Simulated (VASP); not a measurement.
# Si (P1) in VASP: a series of runs

Runs on Si. Level: PBE. Tasks: single point.

All numbers are computed with VASP 6.6.1; they aren't measurements. Logs are shortened: lines on timing, memory, paths and dates and some standing lists are left out, and cuts for length are marked.

## (1) The cell of the first run

The typed cell holds 8 atoms: a = 5.110 Å, b = 5.110 Å, c = 7.478 Å, α = 107.01°, β = 107.05°, γ = 98.20°.

## (2) Single point, PBE (atom 1 (Si) moved by -0.990 Å along [0 1 0] and +0.495 Å along [0 0 1])

INCAR reads:

```
ALGO     = Normal         # electronic algorithm
EDIFF    = 1E-6           # SCF threshold, eV
ENCUT    = 520            # plane-wave cutoff, eV
GGA      = PE             # functional
ISIF     = 2              # what is computed and relaxed
ISMEAR   = 0              # smearing method
LASPH    = True           # aspherical terms in the spheres
LCHARG   = False          # write CHGCAR
LREAL    = False          # projectors in reciprocal space
LWAVE    = False          # write WAVECAR
NBANDS   = 26             # bands
NELM     = 60             # most SCF steps
PREC     = Accurate       # precision mode
SIGMA    = 0.05           # smearing width, eV
```

KPOINTS reads:

```
k-points
0
Gamma
  8 8 8
```

POSCAR reads:

```
Si
1.0
    3.3455832253     -3.3455832253      1.9304179686
    3.3455832253      3.3455832253     -1.9304179686
   -3.3455832253      3.3455832253      5.7912539057
Si
8
Direct
    0.2273886746      0.2092647497      0.0794324091
    0.5893052538      0.3572210152      0.5893052538
    0.4106947462      0.6427789848      0.4106947462
    0.9106947462      0.6427789848      0.9106947462
    0.7320842385      0.0000000000      0.0893052538
    0.2320842386      0.0000000000      0.5893052538
    0.7679157615      0.0000000000      0.4106947462
    0.2679157614      0.0000000000      0.9106947462
```

Potentials or basis: VASP PAW PBE potentials, release 64 (Si).

The run is started by

```console
$ cat potpaw_PBE.64/Si/POTCAR > POTCAR
$ mpirun -np 1 vasp_std > vasp.out
```

OUTCAR:

```text
EDIFF = 1E-6
   ENCUT = 520
   GGA = PE
   ISIF = 2
   ISMEAR = 0
   LASPH = True
   LREAL = False
   NELM = 60
   PREC = Accurate

 ion  position               nearest neighbor table
   1  0.227  0.209  0.079-   8 1.49   3 2.60   5 2.63   4 2.81   5 2.92
   2  0.589  0.357  0.589-   4 2.36   3 2.36   6 2.39   7 2.39
   3  0.411  0.643  0.411-   2 2.36   6 2.39   7 2.39   1 2.60
   4  0.911  0.643  0.911-   2 2.36   8 2.39   5 2.39   1 2.81
   5  0.732  0.000  0.089-   8 2.36   7 2.36   4 2.39   1 2.63   1 2.92
   6  0.232  0.000  0.589-   7 2.36   8 2.36   2 2.39   3 2.39
   7  0.768  0.000  0.411-   6 2.36   5 2.36   3 2.39   2 2.39
   8  0.268  0.000  0.911-   1 1.49   5 2.36   6 2.36   4 2.39

 -----------------------------------------------------------------------------
|                                                                             |
|           W    W    AA    RRRRR   N    N  II  N    N   GGGG   !!!           |
|           W    W   A  A   R    R  NN   N  II  NN   N  G    G  !!!           |
|           W    W  A    A  R    R  N N  N  II  N N  N  G       !!!           |
|           W WW W  AAAAAA  RRRRR   N  N N  II  N  N N  G  GGG   !            |
|           WW  WW  A    A  R   R   N   NN  II  N   NN  G    G                |
|           W    W  A    A  R    R  N    N  II  N    N   GGGG   !!!           |
|                                                                             |
|     The distance between some ions is very small. Please check the          |
|     nearest-neighbor list in the OUTCAR file.                               |
|     I HOPE YOU KNOW WHAT YOU ARE DOING!                                     |
|                                                                             |
 -----------------------------------------------------------------------------

  LATTYP: Found a base centered monoclinic cell.
 ALAT       =     7.7251383550
 B/A-ratio  =     0.8661549015
 C/A-ratio  =     0.9995512727
 COS(beta)  =    -0.4997756363

  Lattice vectors:

 A1 = (   3.3455832253,   3.3455832253,  -1.9304179686)
 A2 = (  -3.3455832253,   3.3455832253,  -1.9304179686)
 A3 = (   0.0000000000,   0.0000000000,   7.7216718743)

Analysis of symmetry for initial positions (statically):
=====================================================================
 Subroutine PRICEL returns:
 Original cell was already a primitive cell.

 Routine SETGRP: Setting up the symmetry group for a
 base centered monoclinic supercell.

 Subroutine GETGRP returns: Found  1 space group operations
 (whereof  1 operations were pure point group operations)
 out of a pool of  4 trial point group operations.

The static configuration has the point symmetry C_1 .

Analysis of symmetry for dynamics (positions and initial velocities):
=====================================================================
 Subroutine PRICEL returns:
 Original cell was already a primitive cell.

 Routine SETGRP: Setting up the symmetry group for a
 base centered monoclinic supercell.

 Subroutine GETGRP returns: Found  1 space group operations
 (whereof  1 operations were pure point group operations)
 out of a pool of  4 trial point group operations.

The dynamic configuration has the point symmetry C_1 .

 Subroutine INISYM returns: Found  1 space group operations
 (whereof  1 operations are pure point group operations),
 and found     1 'primitive' translations

----------------------------------------------------------------------------------------

                                     Primitive cell

  volume of cell :     172.8562

  direct lattice vectors                    reciprocal lattice vectors
     3.345583225 -3.345583225  1.930417969     0.149450773 -0.074725387  0.129505632
     3.345583225  3.345583225 -1.930417969     0.149450773  0.149450773  0.000000000
    -3.345583225  3.345583225  5.791253906     0.000000000  0.074725387  0.129505632

  length of vectors
     5.110026200  5.110026200  7.478266914     0.211402758  0.211355310  0.149517866

  position of ions in fractional coordinates (direct lattice)
     0.227388675  0.209264750  0.079432409
     0.589305254  0.357221015  0.589305254
     0.410694746  0.642778985  0.410694746
     0.910694746  0.642778985  0.910694746
     0.732084239  0.000000000  0.089305254
     0.232084239  0.000000000  0.589305254
     0.767915761  0.000000000  0.410694746
     0.267915761  0.000000000  0.910694746

  ion indices of the primitive-cell ions
   primitive index   ion index
                 1           1
                 2           2
                 3           3
                 4           4
                 5           5
                 6           6
                 7           7
                 8           8

----------------------------------------------------------------------------------------

 KPOINTS: k-points

Automatic generation of k-mesh.
 Grid dimensions read from file:
 generate k-points for:    8    8    8

 Generating k-lattice:

  Cartesian coordinates                     Fractional coordinates (reciprocal lattice)
     0.018681347 -0.009340673  0.016188204     0.125000000  0.000000000 -0.000000000
     0.018681347  0.018681347  0.000000000     0.000000000  0.125000000  0.000000000
     0.000000000  0.009340673  0.016188204     0.000000000  0.000000000  0.125000000

  Length of vectors
     0.026425345  0.026419414  0.018689733

  Shift w.r.t. Gamma in fractional coordinates (k-lattice)
     0.000000000  0.000000000  0.000000000

 Subroutine IBZKPT returns following result:
 ===========================================

 Found    260 irreducible k-points:

 Following reciprocal coordinates:
            Coordinates               Weight
  0.000000  0.000000  0.000000      1.000000
  0.125000 -0.000000 -0.000000      2.000000
  0.000000  0.125000 -0.125000      2.000000
  0.250000 -0.000000 -0.000000      2.000000
  0.000000  0.250000 -0.250000      2.000000
  0.375000 -0.000000  0.000000      2.000000
[... 16 lines left out ...]
  0.125000 -0.250000  0.125000      2.000000
 -0.125000  0.125000  0.000000      2.000000
 [... further k-points ...]
   k-points           NKPTS =    260   k-points in BZ     NKDIM =    260   number of bands    NBANDS=     26
   number of dos      NEDOS =    301   number of ions     NIONS =      8
   total plane-waves  NPLWV =  89600
   dimension x,y,z NGX =    40 NGY =   40 NGZ =   56
   dimension x,y,z NGXF=    80 NGYF=   80 NGZF=  112
   ions per type =               8
   NGX,Y,Z   is equivalent  to a cutoff of  13.01, 13.01, 12.45 a.u.
   NGXF,Y,Z  is equivalent  to a cutoff of  26.03, 26.03, 24.90 a.u.
 SYSTEM =  unknown system
   PREC   = accura    normal or accurate (medium, high low for compatibility)
   ISTART =      0    job   : 0-new  1-cont  2-samecut
   ICHARG =      2    charge: 1-file 2-atom 10-const
   ISPIN  =      1    spin polarized calculation?
   LNONCOLLINEAR =      F non collinear calculations
   LSORBIT =      F    spin-orbit coupling
   LASPH  =      T    aspherical Exc in radial PAW
   ENCUT  =  520.0 eV  38.22 Ry    6.18 a.u.   9.50  9.50 13.90*2*pi/ulx,y,z
   NELM   =     60;   NELMIN=  2; NELMDL= -5     # of ELM steps
   EDIFF  = 0.1E-05   stopping-criterion for ELM
   LREAL  =      F    real-space projection
   EDIFFG = 0.1E-04   stopping-criterion for IOM
   NSW    =      0    number of steps for IOM
   IBRION =     -1    ionic relax: 0-MD 1-quasi-New 2-CG
   NFREE  =      0    steps in history (QN), initial steepest desc. (CG)
   ISIF   =      2    stress and relaxation
   ISYM   =      2    0-nonsym 1-usesym 2-fastsym
   POTIM  = 0.5000    time-step for ionic-motion
   TEBEG  =    0.0;   TEEND  =   0.0 temperature during run
   PSTRESS=    0.0 pullay stress
   NELECT =      32.0000    total number of electrons
   NUPDOWN=      -1.0000    fix difference up-down
   EMIN   =  10.00;   EMAX   =-10.00  energy-range for DOS
   EFERMI =   0.00;   METHOD = LEGACY
   ISMEAR =     0;   SIGMA  =   0.05  broadening in eV -4-tet -1-fermi 0-gaus
   EFERMI_NEDOS =   21; number of points for ismear=-14 and -15
   IALGO  =     38    algorithm
   IMIX   =      4    mixing-type and parameters
     AMIX     =   0.40;   BMIX     =  1.00
     AMIX_MAG =   1.60;   BMIX_MAG =  1.00
  volume/ion in A,a.u.               =      21.61       145.81
  Fermi-wavevector in a.u.,A,eV,Ry     =   0.933032  1.763175 11.844531  0.870548
  Thomas-Fermi vector in A             =   2.059691
   LORBIT       =      0    0 simple, 1 ext, 2 COOP (PROOUT), +10 PAW based schemes
   GGA     = PE    functional components
   LHFCALC =     F    Hartree Fock is set to
   AEXX    =    0.0000 exact exchange contribution
   IVDW    =     0    specifies the selected vdW correction
   LEPSILON=     F    determine dielectric tensor
   LRPA    =     F    only Hartree local field effects (RPA)
 non-spin polarized calculation
 Gauss-broadening in eV      SIGMA  =   0.05
  energy-cutoff  :      520.00
  volume of cell :      172.86
 maximum number of plane-waves:      4704
 NGX is ok and might be reduce to    40
   NGX = 19   NGY = 19   NGZ = 27

 number of electron      32.0000001 magnetization

 Free energy of the ion-electron system (eV)
  ---------------------------------------------------
  ext. energy  EPLUGINS =         0.00000000
  ---------------------------------------------------
  free energy    TOTEN  =       -28.82122737 eV

  energy without entropy =      -28.81850191  energy(sigma->0) =      -28.81986464

 E-fermi :   5.1497     XC(G=0):  -9.0153

 val. band max:        5.1457476205   @ k =  -0.2500   0.3750  -0.3750
 cond. band min:       5.1503758248   @ k =  -0.2500   0.3750   0.5000
 fundamental gap:      0.0046282043
 Fermi energy:         5.1497000461

 k-point     1 :       0.0000    0.0000    0.0000
  band No.  band energies     occupation
      1      -7.3394      2.00000
      2      -5.4275      2.00000
      3      -2.9411      2.00000
      4      -2.8619      2.00000
      5      -2.1691      2.00000
      6      -1.0134      2.00000
[... 685 lines left out ...]
     25       8.8334      0.00000
     26       9.5052      0.00000

 [... further k-points ...]

------------------------ aborting loop because EDIFF is reached ----------------------------------------

  FORCE on cell =-STRESS in cart. coord.  units (eV):
  Direction    XX          YY          ZZ          XY          YZ          ZX
  --------------------------------------------------------------------------------------
  -------------------------------------------------------------------------------------
  Total       -1.7945039     58.1354811      6.6585648     -1.4922454     21.6807291     -0.3957012
  in kB      -16.6329763    538.8486998     61.7171977    -13.8313899    200.9552935     -3.6676929
  external PRESSURE =     194.6443071 kB  Pullay stress =       0.0000000 kB

 VOLUME and BASIS-vectors are now :
 -----------------------------------------------------------------------------
  energy-cutoff  :      520.00
  volume of cell :      172.86
      direct lattice vectors                 reciprocal lattice vectors
     3.345583225 -3.345583225  1.930417969     0.149450773 -0.074725387  0.129505632
     3.345583225  3.345583225 -1.930417969     0.149450773  0.149450773  0.000000000
    -3.345583225  3.345583225  5.791253906     0.000000000  0.074725387  0.129505632

 POSITION                                       TOTAL-FORCE (eV/Angst)
 -----------------------------------------------------------------------------------
      1.19511      0.20511      0.49500        -0.771284     45.597628     14.839979
      1.19511      1.19511      3.86084         0.172519     -0.140250      0.081949
      2.15047      2.15047      1.93042        -0.064304     -0.952608     -0.454534
      2.15047      2.15047      5.79125        -0.532963     -0.258704      0.739448
      2.15047     -2.15047      1.93042         0.906167     -0.798831      0.737754
     -1.19511      1.19511      3.86084         0.164453     -0.496910     -0.555052
      1.19511     -1.19511      3.86084        -0.066028      0.180851      0.001080
     -2.15047      2.15047      5.79125         0.191439    -43.131177    -15.390624
 -----------------------------------------------------------------------------------
    total drift:                               -0.000043     -0.000008     -0.000006

  FREE ENERGIE OF THE ION-ELECTRON SYSTEM (eV)
  ---------------------------------------------------
  free  energy   TOTEN  =       -28.8212273724 eV

  energy  without entropy=      -28.8185019069  energy(sigma->0) =      -28.81986464
```

Run time: 8.5 min. Hardware: 1 thread of Intel Xeon 6975P-C (Granite Rapids), shared host; peak memory 0.83 GiB.

Results:

| Item | Value |
| --- | --- |
| Free energy | -28.8212 eV |
| Pressure | 19.5 GPa |
| Largest force | 47.958 eV/Å |
| Band gap on the k mesh | zero (bands 16 and 17 overlap by 0.80 eV) |

Forces in eV/Å, atoms in the order of the input:
```
Si   -0.771  45.598  14.840
Si    0.173  -0.140   0.082
Si   -0.064  -0.953  -0.455
Si   -0.533  -0.259   0.739
Si    0.906  -0.799   0.738
Si    0.164  -0.497  -0.555
Si   -0.066   0.181   0.001
Si    0.191 -43.131 -15.391
```

Levels at points of the mesh, in eV from the Fermi level:
```tsv
k point	band 12	band 13	band 14	band 15	band 16	band 17	band 18	band 19	band 20	band 21
(0.00, 0.00, 0.00)	-2.23	-1.91	-1.62	-0.63	-0.27	0.40	0.93	1.56	1.73	2.00
(0.50, 0.00, 0.00)	-2.34	-2.06	-1.74	-1.59	-0.97	0.63	1.07	1.46	1.90	2.64
(0.00, 0.50, 0.50)	-2.58	-2.33	-2.02	-1.39	-0.80	0.51	0.88	1.99	2.47	2.59
(0.00, 0.50, 0.00)	-2.47	-2.14	-1.70	-1.05	-0.28	0.18	1.22	2.04	2.15	2.35
(0.50, 0.00, 0.50)	-2.50	-2.37	-1.53	-0.73	-0.22	0.73	1.11	1.22	1.79	2.60
(0.50, 0.50, 0.00)	-2.66	-1.63	-0.96	-0.83	0.11	0.87	1.84	2.31	3.08	3.39
(0.00, 0.00, 0.50)	-3.17	-2.37	-2.02	-1.34	-0.92	-0.17	0.84	1.48	1.54	2.44
(0.50, 0.50, 0.50)	-2.49	-1.29	-0.58	0.08	0.37	0.62	1.09	1.59	2.11	2.75
```

Caveat: the cell differs from its parent crystal (atom 1 (Si) moved by -0.990 Å along [0 1 0] and +0.495 Å along [0 0 1]); atoms lie so close that the PAW spheres overlap strongly, which falsifies energies and pressures; the stress differs along the axes, from -2 to 54 GPa; forces of over 1 eV/Å act on the atoms, so gaps and moduli don't describe the material at rest.

(Continued in part 2 of 2.)
